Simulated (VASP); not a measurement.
# MgO (Fm-3m) in VASP: further runs, part 2 of 2

VASP 6.6.1. The steps go on from the part before.

## 4. Single point, LDA

This run uses another cell than the first one, of 8.89 Å³/atom.

INCAR reads:

```
ALGO = Normal
EDIFF = 1E-6
ENCUT = 750
GGA_COMPAT = False
ISIF = 2
ISMEAR = 0
LASPH = True
LCHARG = False
LREAL = False
LWAVE = False
NBANDS = 15
NELM = 120
PREC = Accurate
SIGMA = 0.01
```

KPOINTS reads:

```
k-points
0
Gamma
  10 10 10
```

POSCAR reads:

```
MgO
1.0
    0.0000000000      2.0717114492      2.0717114492
    2.0717114492      0.0000000000      2.0717114492
    2.0717114492      2.0717114492      0.0000000000
Mg O
1 1
Direct
    0.0000000000      0.0000000000      0.0000000000
    0.5000000000      0.5000000000      0.5000000000
```

Potentials or basis: VASP PAW LDA potentials, release 64 (Mg_sv, O).

On the command line:

```console
$ cat potpaw_LDA.64/Mg_sv/POTCAR potpaw_LDA.64/O/POTCAR > POTCAR
$ mpirun -np 1 vasp_std > vasp.out
```

OUTCAR:

```text
EDIFF = 1E-6
   ENCUT = 750
   ISIF = 2
   ISMEAR = 0
   LASPH = True
   LREAL = False
   NELM = 120
   PREC = Accurate

 ion  position               nearest neighbor table
   1  0.000  0.000  0.000-   2 2.07   2 2.07   2 2.07   2 2.07   2 2.07   2 2.07
   2  0.500  0.500  0.500-   1 2.07   1 2.07   1 2.07   1 2.07   1 2.07   1 2.07

  LATTYP: Found a face centered cubic cell.
 ALAT       =     4.1434228984

  Lattice vectors:

 A1 = (   0.0000000000,   2.0717114492,   2.0717114492)
 A2 = (   2.0717114492,   0.0000000000,   2.0717114492)
 A3 = (   2.0717114492,   2.0717114492,   0.0000000000)

Analysis of symmetry for initial positions (statically):
=====================================================================
 Subroutine PRICEL returns:
 Original cell was already a primitive cell.

 Routine SETGRP: Setting up the symmetry group for a
 face centered cubic supercell.

 Subroutine GETGRP returns: Found 48 space group operations
 (whereof 48 operations were pure point group operations)
 out of a pool of 48 trial point group operations.

The static configuration has the point symmetry O_h .

Analysis of symmetry for dynamics (positions and initial velocities):
=====================================================================
[... 169 lines left out ...]
      2     -35.6893      2.00000
      3     -35.6893      2.00000
      4     -35.6893      2.00000
      5     -14.3004      2.00000
      6       2.9475      2.00000
      7       2.9475      2.00000
      8       2.9475      2.00000
      9       8.1124      0.00000
     10      18.7442      0.00000
     11      18.7442      0.00000
     12      18.7442      0.00000
     13      22.9042      0.00000
     14      24.5975      0.00000
[... 401 lines left out ...]
      2     -35.7665      2.00000
      3     -35.7199      2.00000
      4     -35.7166      2.00000
      5     -12.8790      2.00000
      6      -0.8276      2.00000
      7       1.5517      2.00000
      8       1.7883      2.00000
      9      12.7372      0.00000
     10      13.1709      0.00000
     11      16.8141      0.00000
     12      21.4638      0.00000
     13      21.6833      0.00000
     14      28.1142      0.00000
     15      30.6462      0.00000

 [... further k-points ...]
[... 5 lines left out ...]
  --------------------------------------------------------------------------------------
  -------------------------------------------------------------------------------------
  Total        0.2339032      0.2339032      0.2339032     -0.0000000     -0.0000000      0.0000000
  in kB       21.0731276     21.0731276     21.0731276     -0.0000000     -0.0000000      0.0000000
  external PRESSURE =      21.0731276 kB  Pullay stress =       0.0000000 kB

 VOLUME and BASIS-vectors are now :
 -----------------------------------------------------------------------------
  energy-cutoff  :      750.00
  volume of cell :       17.78
      direct lattice vectors                 reciprocal lattice vectors
     0.000000000  2.071711449  2.071711449    -0.241346352  0.241346352  0.241346352
     2.071711449  0.000000000  2.071711449     0.241346352 -0.241346352  0.241346352
     2.071711449  2.071711449  0.000000000     0.241346352  0.241346352 -0.241346352

 POSITION                                       TOTAL-FORCE (eV/Angst)
 -----------------------------------------------------------------------------------
      0.00000      0.00000      0.00000        -0.000000     -0.000000     -0.000000
      2.07171      2.07171      2.07171         0.000000      0.000000      0.000000
 -----------------------------------------------------------------------------------
    total drift:                                0.000000      0.000000      0.000000

  FREE ENERGIE OF THE ION-ELECTRON SYSTEM (eV)
  ---------------------------------------------------
  free  energy   TOTEN  =       -13.2324418567 eV

  energy  without entropy=      -13.2324418567  energy(sigma->0) =      -13.23244186
```

OSZICAR:

```text
N       E                     dE             d eps       ncg     rms          rms(c)
DAV:   1     0.147414351786E+03    0.14741E+03   -0.12714E+04  1426   0.165E+03
DAV:   2    -0.968495627570E+01   -0.15710E+03   -0.14914E+03  1648   0.417E+02
DAV:   3    -0.147909513183E+02   -0.51060E+01   -0.50838E+01  1849   0.733E+01
DAV:   4    -0.148638407563E+02   -0.72889E-01   -0.72876E-01  1599   0.873E+00
DAV:   5    -0.148649325147E+02   -0.10918E-02   -0.10917E-02  1802   0.884E-01    0.846E+00
DAV:   6    -0.132959431873E+02    0.15690E+01   -0.24020E+00  1501   0.151E+01    0.272E+00
DAV:   7    -0.132606533482E+02    0.35290E-01   -0.13075E-01  1676   0.322E+00    0.164E+00
DAV:   8    -0.132335436556E+02    0.27110E-01   -0.42090E-02  1711   0.203E+00    0.335E-01
DAV:   9    -0.132324089603E+02    0.11347E-02   -0.33800E-03  1571   0.515E-01    0.752E-02
DAV:  10    -0.132324492519E+02   -0.40292E-04   -0.13316E-04  1816   0.137E-01    0.348E-02
DAV:  11    -0.132324419419E+02    0.73101E-05   -0.11297E-05  1662   0.360E-02    0.439E-03
DAV:  12    -0.132324418567E+02    0.85137E-07   -0.14364E-07   957   0.542E-03
   1 F= -.13232442E+02 E0= -.13232442E+02  d E =0.000000E+00
```

stdout:

```text
POSCAR found type information on POSCAR MgO
 POSCAR found :  2 types and       2 ions
 scaLAPACK will be used
 LDA part: xc-table for (Slater(with rela. corr.)+CA(PZ))
 , standard interpolation
 POSCAR, INCAR and KPOINTS ok, starting setup
 FFT: planning ... GRIDC
 FFT: planning ... GRID_SOFT
 FFT: planning ... GRID
 WAVECAR not read
 entering main loop
```

Wall time 21 s (1 thread of Intel Xeon Platinum 8488C (Sapphire Rapids), shared host); peak memory 0.14 GiB.

Results:

```
Free energy            : -13.2324 eV
Pressure               : 2.1 GPa
Band gap on the k mesh : 5.16 eV
```

Levels at points of the mesh, in eV from the valence-band top:
```
           k point  band 5  band 6  band 7  band 8  band 9  band 10  band 11  band 12
(0.00, 0.00, 0.00)  -17.25    0.00    0.00    0.00    5.16    15.80    15.80    15.80
(0.50, 0.00, 0.00)  -15.73   -4.91   -0.73   -0.73    8.05    12.97    16.51    16.51
(0.50, 0.50, 0.00)  -15.49   -4.32   -1.43   -1.43    8.94    10.28    13.42    19.40
```

## 5. Single point, LDA

This run uses another cell than the first one, of 8.66 Å³/atom.

INCAR reads:

```
SYSTEM = MgO
PREC     = Accurate       ! precision mode
ENCUT    = 750            ! plane-wave cutoff, eV
EDIFF    = 1E-6           ! SCF threshold, eV
ISMEAR   = 0              ! smearing method
SIGMA    = 0.01           ! smearing width, eV
LREAL    = .False.        ! projectors in reciprocal space
LASPH    = .True.         ! aspherical terms in the spheres
NELM     = 120            ! most SCF steps
ALGO     = Normal         ! electronic algorithm
ISIF     = 2              ! what is computed and relaxed
LWAVE    = .False.        ! write WAVECAR
LCHARG   = .False.        ! write CHGCAR
NBANDS   = 15             ! bands
GGA_COMPAT= .False.
```

KPOINTS reads:

```
regular mesh
0
Gamma
  10 10 10
  0 0 0
```

POSCAR reads:

```
MgO
1.0
    0.0000000000      2.0537103591      2.0537103591
    2.0537103591      0.0000000000      2.0537103591
    2.0537103591      2.0537103591      0.0000000000
Mg O
1 1
Direct
    0.0000000000      0.0000000000      0.0000000000
    0.5000000000      0.5000000000      0.5000000000
```

On the command line:

```console
$ cat potpaw_LDA.64/Mg_sv/POTCAR potpaw_LDA.64/O/POTCAR > POTCAR
$ mpirun -np 1 vasp_std > vasp.out
```

It took 15 s on 1 thread of Intel Xeon Platinum 8488C (Sapphire Rapids), shared host; peak memory 0.14 GiB.

Results (log left out):

```
Free energy            : -13.2160 eV
Pressure               : 7.2 GPa
Band gap on the k mesh : 5.44 eV
```

Levels at points of the mesh, in eV from the valence-band top:
```
           k point  band 5  band 6  band 7  band 8  band 9  band 10  band 11  band 12
(0.00, 0.00, 0.00)  -17.39    0.00    0.00    0.00    5.44    15.94    15.94    15.94
(0.50, 0.00, 0.00)  -15.80   -5.04   -0.76   -0.76    8.22    13.27    16.79    16.79
(0.50, 0.50, 0.00)  -15.56   -4.44   -1.47   -1.47    8.96    10.57    13.71    19.81
```

Caveat: the cell stands under pressure.

## 6. Overview

```tsv
task	potentials or basis	cell	k mesh	cutoff (eV)	smearing	mended	gap on the mesh (eV)	pressure (GPa)
single point	VASP PAW LDA potentials, release 64 (Mg, O)	a = 2.941 Å, angles 60.0°, 2 atoms	20 × 20 × 20	520	fermi-dirac 0.05 eV	-	5.03	-1.7
relaxation of cell and atoms	VASP PAW LDA potentials, release 64 (Mg, O)	relaxed from a = 2.982 Å, angles 60.0°, 2 atoms	20 × 20 × 20	600	fermi-dirac 0.05 eV	-	5.15	0.0
single point	VASP PAW LDA potentials, release 64 (Mg_sv, O)	a = 2.930 Å, angles 60.0°, 2 atoms	10 × 10 × 10	750	gaussian 0.01 eV	yes	5.16	2.1
single point	VASP PAW LDA potentials, release 64 (Mg_sv, O)	a = 2.904 Å, angles 60.0°, 2 atoms	10 × 10 × 10	750	gaussian 0.01 eV	yes	5.44	7.2
```

Alike in all rows: level LDA; no spin polarisation.

Caveats: the cell stands under pressure (at least some runs).

Absolute energies hang on the potentials; compare differences alone.
